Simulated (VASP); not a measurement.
# SiC (P6_3mc) in VASP: a series of runs

The runs below take SiC through single point, with LDA, PBE, PBEsol.

Everything below comes from runs of VASP 6.6.1. Logs are shortened: lines on timing, memory, paths and dates and some standing lists are left out, and cuts for length are marked.

## 1. The cell of the first run

The structure is hexagonal, space group P6_3mc (No. 186). Conventional cell: a = 3.059 Å, b = 3.059 Å, c = 15.011 Å, α = 90.00°, β = 90.00°, γ = 120.00°. Within 2.5 Å of Si (site symmetry 3m) lie 4 C at 1.87 to 1.88 Å. Within 2.5 Å of Si (site symmetry 3m) lie 4 C at 1.87 to 1.88 Å. Within 2.5 Å of Si (site symmetry 3m) lie 4 C at 1.87 to 1.88 Å. Within 2.5 Å of C (site symmetry 3m) lie 4 Si at 1.87 to 1.88 Å. Within 2.5 Å of C (site symmetry 3m) lie 4 Si at 1.87 to 1.88 Å. C (site symmetry 3m) has 4 Si at 1.87 to 1.88 Å within 2.5 Å.

## 2. Single point, LDA

INCAR

```
SYSTEM = SiC
ALGO     = Normal         ! electronic algorithm
EDIFF    = 1E-6           ! SCF threshold, eV
ENCUT    = 520            ! plane-wave cutoff, eV
ISIF     = 2              ! what is computed and relaxed
ISMEAR   = -1             ! smearing method
LASPH    = .TRUE.         ! aspherical terms in the spheres
LCHARG   = .FALSE.        ! write CHGCAR
LREAL    = .FALSE.        ! projectors in reciprocal space
LWAVE    = .FALSE.        ! write WAVECAR
NBANDS   = 36             ! bands
NELM     = 60             ! most SCF steps
PREC     = Accurate       ! precision mode
SIGMA    = 0.02           ! smearing width, eV
```

KPOINTS

```
k-points
0
G
  12 12 2
  0 0 0
```

POSCAR

```
SiC
1.0
    3.0592570883      0.0000000000      0.0000000000
   -1.5296285441      2.6493943552      0.0000000000
    0.0000000000      0.0000000000     15.0107891530
Si C
6 6
Direct
    0.3333333333      0.6666666667      0.8329912921
    0.6666666667      0.3333333333      0.3329912921
    0.6666666667      0.3333333333      0.6665020503
    0.3333333333      0.6666666667      0.1665020503
    0.0000000000      0.0000000000      0.4997235168
    0.0000000000      0.0000000000      0.9997235168
    0.0000000000      0.0000000000      0.8743700053
    0.0000000000      0.0000000000      0.3743700053
    0.3333333333      0.6666666667      0.7080029841
    0.6666666667      0.3333333333      0.2080029841
    0.6666666667      0.3333333333      0.5415111514
    0.3333333333      0.6666666667      0.0415111514
```

Potentials or basis: VASP PAW LDA potentials, release 64 (Si, C).

Launch:

```sh
$ cat potpaw_LDA.64/Si/POTCAR potpaw_LDA.64/C/POTCAR > POTCAR
$ mpirun -np 1 vasp_std > vasp.out
```

OUTCAR:

```text
SYSTEM = SiC
   EDIFF = 1E-6
   ENCUT = 520
   ISIF = 2
   ISMEAR = -1
   LASPH = .TRUE.
   LREAL = .FALSE.
   NELM = 60
   PREC = Accurate

 ion  position               nearest neighbor table
   1  0.333  0.667  0.833-   7 1.87   7 1.87   7 1.87   9 1.88   3 3.06   3 3.06   3 3.06   6 3.06
                             6 3.06   6 3.06
   2  0.667  0.333  0.333-   8 1.87   8 1.87   8 1.87  10 1.88   4 3.06   4 3.06   4 3.06   5 3.06
                             5 3.06   5 3.06
   3  0.667  0.333  0.667-   9 1.87   9 1.87   9 1.87  11 1.88   1 3.06   1 3.06   1 3.06   5 3.06
                             5 3.06   5 3.06
   4  0.333  0.667  0.167-  10 1.87  10 1.87  10 1.87  12 1.88   2 3.06   2 3.06   2 3.06   6 3.06
                             6 3.06   6 3.06
   5  0.000  0.000  0.500-  11 1.87  11 1.87  11 1.87   8 1.88   2 3.06   2 3.06   2 3.06   3 3.06
                             3 3.06   3 3.06
   6  0.000  0.000  1.000-  12 1.87  12 1.87  12 1.87   7 1.88   1 3.06   1 3.06   1 3.06   4 3.06
                             4 3.06   4 3.06
   7  0.000  0.000  0.874-   1 1.87   1 1.87   1 1.87   6 1.88
   8  0.000  0.000  0.374-   2 1.87   2 1.87   2 1.87   5 1.88
   9  0.333  0.667  0.708-   3 1.87   3 1.87   3 1.87   1 1.88
  10  0.667  0.333  0.208-   4 1.87   4 1.87   4 1.87   2 1.88
  11  0.667  0.333  0.542-   5 1.87   5 1.87   5 1.87   3 1.88
  12  0.333  0.667  0.042-   6 1.87   6 1.87   6 1.87   4 1.88

  LATTYP: Found a hexagonal cell.
 ALAT       =     3.0592570883
 C/A-ratio  =     4.9066779024

  Lattice vectors:

 A1 = (   3.0592570883,   0.0000000000,   0.0000000000)
 A2 = (  -1.5296285441,   2.6493943552,   0.0000000000)
 A3 = (   0.0000000000,   0.0000000000,  15.0107891530)

Analysis of symmetry for initial positions (statically):
=====================================================================
 Subroutine PRICEL returns:
 Original cell was already a primitive cell.

 Routine SETGRP: Setting up the symmetry group for a
 hexagonal supercell.

 Subroutine GETGRP returns: Found 12 space group operations
 (whereof  6 operations were pure point group operations)
 out of a pool of 24 trial point group operations.

The static configuration has the point symmetry C_3v.
 The point group associated with its full space group is C_6v.

Analysis of symmetry for dynamics (positions and initial velocities):
=====================================================================
 Subroutine PRICEL returns:
 Original cell was already a primitive cell.

 Routine SETGRP: Setting up the symmetry group for a
 hexagonal supercell.

 Subroutine GETGRP returns: Found 12 space group operations
 (whereof  6 operations were pure point group operations)
 out of a pool of 24 trial point group operations.

The dynamic configuration has the point symmetry C_3v.
 The point group associated with its full space group is C_6v.

 Subroutine INISYM returns: Found 12 space group operations
 (whereof  6 operations are pure point group operations),
 and found     1 'primitive' translations

----------------------------------------------------------------------------------------

                                     Primitive cell

  volume of cell :     121.6651

  direct lattice vectors                    reciprocal lattice vectors
     3.059257088  0.000000000  0.000000000     0.326876745  0.188722377  0.000000000
    -1.529628544  2.649394355  0.000000000     0.000000000  0.377444754  0.000000000
     0.000000000  0.000000000 15.010789153     0.000000000  0.000000000  0.066618749

  length of vectors
     3.059257088  3.059257088 15.010789153     0.377444754  0.377444754  0.066618749

  position of ions in fractional coordinates (direct lattice)
     0.333333333  0.666666667  0.832991292
     0.666666667  0.333333333  0.332991292
     0.666666667  0.333333333  0.666502050
     0.333333333  0.666666667  0.166502050
     0.000000000  0.000000000  0.499723517
     0.000000000  0.000000000  0.999723517
     0.000000000  0.000000000  0.874370005
     0.000000000  0.000000000  0.374370005
     0.333333333  0.666666667  0.708002984
     0.666666667  0.333333333  0.208002984
     0.666666667  0.333333333  0.541511151
     0.333333333  0.666666667  0.041511151

  ion indices of the primitive-cell ions
   primitive index   ion index
                 1           1
                 2           2
                 3           3
                 4           4
                 5           5
                 6           6
                 7           7
                 8           8
                 9           9
                10          10
                11          11
                12          12

----------------------------------------------------------------------------------------

 KPOINTS: k-points

Automatic generation of k-mesh.
 Grid dimensions read from file:
 generate k-points for:   12   12    2

 Generating k-lattice:

  Cartesian coordinates                     Fractional coordinates (reciprocal lattice)
     0.027239729  0.015726865  0.000000000     0.083333333 -0.000000000  0.000000000
     0.000000000  0.031453729  0.000000000     0.000000000  0.083333333  0.000000000
     0.000000000  0.000000000  0.033309375     0.000000000  0.000000000  0.500000000

  Length of vectors
     0.031453729  0.031453729  0.033309375

  Shift w.r.t. Gamma in fractional coordinates (k-lattice)
     0.000000000  0.000000000  0.000000000

 Subroutine IBZKPT returns following result:
 ===========================================

 Found     38 irreducible k-points:

 Following reciprocal coordinates:
            Coordinates               Weight
  0.000000  0.000000  0.000000      1.000000
  0.083333  0.000000  0.000000      6.000000
  0.166667  0.000000  0.000000      6.000000
  0.250000 -0.000000  0.000000      6.000000
  0.333333  0.000000  0.000000      6.000000
  0.416667  0.000000  0.000000      6.000000
[... 16 lines left out ...]
  0.250000 -0.000000  0.500000      6.000000
  0.333333  0.000000  0.500000      6.000000
 [... further k-points ...]
   k-points           NKPTS =     38   k-points in BZ     NKDIM =     38   number of bands    NBANDS=     36
   number of dos      NEDOS =    301   number of ions     NIONS =     12
   total plane-waves  NPLWV =  64512
   dimension x,y,z NGX =    24 NGY =   24 NGZ =  112
   dimension x,y,z NGXF=    48 NGYF=   48 NGZF=  224
   ions per type =               6   6
   NGX,Y,Z   is equivalent  to a cutoff of  13.04, 13.04, 12.40 a.u.
   NGXF,Y,Z  is equivalent  to a cutoff of  26.08, 26.08, 24.81 a.u.
 SYSTEM =  SiC
   PREC   = accura    normal or accurate (medium, high low for compatibility)
   ISTART =      0    job   : 0-new  1-cont  2-samecut
   ICHARG =      2    charge: 1-file 2-atom 10-const
   ISPIN  =      1    spin polarized calculation?
   LNONCOLLINEAR =      F non collinear calculations
   LSORBIT =      F    spin-orbit coupling
   LASPH  =      T    aspherical Exc in radial PAW
   ENCUT  =  520.0 eV  38.22 Ry    6.18 a.u.   5.69  5.69 27.91*2*pi/ulx,y,z
   NELM   =     60;   NELMIN=  2; NELMDL= -5     # of ELM steps
   EDIFF  = 0.1E-05   stopping-criterion for ELM
   LREAL  =      F    real-space projection
   EDIFFG = 0.1E-04   stopping-criterion for IOM
   NSW    =      0    number of steps for IOM
   IBRION =     -1    ionic relax: 0-MD 1-quasi-New 2-CG
   NFREE  =      0    steps in history (QN), initial steepest desc. (CG)
   ISIF   =      2    stress and relaxation
   ISYM   =      2    0-nonsym 1-usesym 2-fastsym
   POTIM  = 0.5000    time-step for ionic-motion
   TEBEG  =    0.0;   TEEND  =   0.0 temperature during run
   PSTRESS=    0.0 pullay stress
   NELECT =      48.0000    total number of electrons
   NUPDOWN=      -1.0000    fix difference up-down
   EMIN   =  10.00;   EMAX   =-10.00  energy-range for DOS
   EFERMI =   0.00;   METHOD = LEGACY
   ISMEAR =    -1;   SIGMA  =   0.02  broadening in eV -4-tet -1-fermi 0-gaus
   EFERMI_NEDOS =   21; number of points for ismear=-14 and -15
   IALGO  =     38    algorithm
   IMIX   =      4    mixing-type and parameters
     AMIX     =   0.40;   BMIX     =  1.00
     AMIX_MAG =   1.60;   BMIX_MAG =  1.00
  volume/ion in A,a.u.               =      10.14        68.42
  Fermi-wavevector in a.u.,A,eV,Ry     =   1.200696  2.268987 19.615136  1.441672
  Thomas-Fermi vector in A             =   2.336525
   LORBIT       =      0    0 simple, 1 ext, 2 COOP (PROOUT), +10 PAW based schemes
   GGA     = CA    functional components
   LHFCALC =     F    Hartree Fock is set to
   AEXX    =    0.0000 exact exchange contribution
   IVDW    =     0    specifies the selected vdW correction
   LEPSILON=     F    determine dielectric tensor
   LRPA    =     F    only Hartree local field effects (RPA)
 non-spin polarized calculation
  energy-cutoff  :      520.00
  volume of cell :      121.67
 maximum number of plane-waves:      3319
 NGX is ok and might be reduce to    24
   NGX = 11   NGY = 11   NGZ = 55

 number of electron      47.9999996 magnetization

 Free energy of the ion-electron system (eV)
  ---------------------------------------------------
  ext. energy  EPLUGINS =         0.00000000
  ---------------------------------------------------
  free energy    TOTEN  =       -99.86910673 eV

  energy without entropy =      -99.86910673  energy(sigma->0) =      -99.86910673

 E-fermi :   8.8113     XC(G=0): -11.6409

 val. band max:        8.3390867199   @ k =   0.0000   0.0000   0.0000
 cond. band min:      10.3049167084   @ k =   0.5000  -0.0000   0.0000
 fundamental gap:      1.9658299885
 Fermi energy:         8.8113337235

 k-point     1 :       0.0000    0.0000    0.0000
  band No.  band energies     occupation
      1      -7.1884      2.00000
      2      -6.6563      2.00000
      3      -6.6206      2.00000
      4      -5.0879      2.00000
      5      -5.0596      2.00000
      6      -3.4939      2.00000
[... 28 lines left out ...]
     35      15.7332      0.00000
     36      15.8066      0.00000
[... 866 lines left out ...]
      6      -2.5366      2.00000
[... 28 lines left out ...]
     35      16.2467      0.00000
     36      16.2467      0.00000

 [... further k-points ...]

------------------------ aborting loop because EDIFF is reached ----------------------------------------

  FORCE on cell =-STRESS in cart. coord.  units (eV):
  Direction    XX          YY          ZZ          XY          YZ          ZX
  --------------------------------------------------------------------------------------
  -------------------------------------------------------------------------------------
  Total        0.3048664      0.3048664      0.3108501      0.0000000      0.0000000      0.0000000
  in kB        4.0147086      4.0147086      4.0935067      0.0000000      0.0000000      0.0000000
  external PRESSURE =       4.0409746 kB  Pullay stress =       0.0000000 kB

 VOLUME and BASIS-vectors are now :
 -----------------------------------------------------------------------------
  energy-cutoff  :      520.00
  volume of cell :      121.67
      direct lattice vectors                 reciprocal lattice vectors
     3.059257088  0.000000000  0.000000000     0.326876745  0.188722377  0.000000000
    -1.529628544  2.649394355  0.000000000     0.000000000  0.377444754  0.000000000
     0.000000000  0.000000000 15.010789153     0.000000000  0.000000000  0.066618749

 POSITION                                       TOTAL-FORCE (eV/Angst)
 -----------------------------------------------------------------------------------
     -0.00000      1.76626     12.50386        -0.000000     -0.000000     -0.001139
      1.52963      0.88313      4.99846         0.000000      0.000000     -0.001139
      1.52963      0.88313     10.00472         0.000000      0.000000     -0.000246
     -0.00000      1.76626      2.49933         0.000000     -0.000000     -0.000246
      0.00000      0.00000      7.50124        -0.000000     -0.000000      0.001105
      0.00000      0.00000     15.00664         0.000000     -0.000000      0.001105
      0.00000      0.00000     13.12498         0.000000      0.000000      0.000118
      0.00000      0.00000      5.61959        -0.000000      0.000000      0.000118
     -0.00000      1.76626     10.62768        -0.000000      0.000000     -0.000213
      1.52963      0.88313      3.12229         0.000000     -0.000000     -0.000213
      1.52963      0.88313      8.12851         0.000000     -0.000000      0.000375
     -0.00000      1.76626      0.62312        -0.000000     -0.000000      0.000375
 -----------------------------------------------------------------------------------
    total drift:                               -0.000000     -0.000000      0.000405

  FREE ENERGIE OF THE ION-ELECTRON SYSTEM (eV)
  ---------------------------------------------------
  free  energy   TOTEN  =       -99.8691067267 eV

  energy  without entropy=      -99.8691067267  energy(sigma->0) =      -99.86910673
```

Run time: 2.6 min. Hardware: 1 thread of AMD EPYC 7R13, shared host; peak memory 0.23 GiB.

Results:

* Free energy: -99.8691 eV
* Pressure: 0.4 GPa
* Band gap on the k mesh: 1.97 eV (least direct gap 3.07 eV)

Levels at points of the mesh, in eV from the valence-band top:
| k point | band 20 | band 21 | band 22 | band 23 | band 24 | band 25 | band 26 | band 27 | band 28 | band 29 |
| --- | --- | --- | --- | --- | --- | --- | --- | --- | --- | --- |
| (0.00, 0.00, 0.00) | -0.30 | -0.30 | -0.04 | 0.00 | 0.00 | 5.31 | 5.48 | 5.90 | 6.41 | 6.58 |
| (0.50, 0.00, 0.00) | -2.28 | -1.83 | -1.80 | -1.69 | -1.11 | 1.97 | 2.16 | 3.16 | 3.86 | 4.54 |
| (0.00, 0.00, 0.50) | -0.64 | -0.10 | -0.10 | -0.10 | -0.10 | 5.38 | 5.38 | 6.13 | 6.13 | 6.90 |
| (0.50, 0.00, 0.50) | -2.38 | -1.73 | -1.73 | -1.32 | -1.32 | 2.01 | 2.01 | 3.38 | 3.38 | 4.82 |

(Continued in part 2 of 2.)
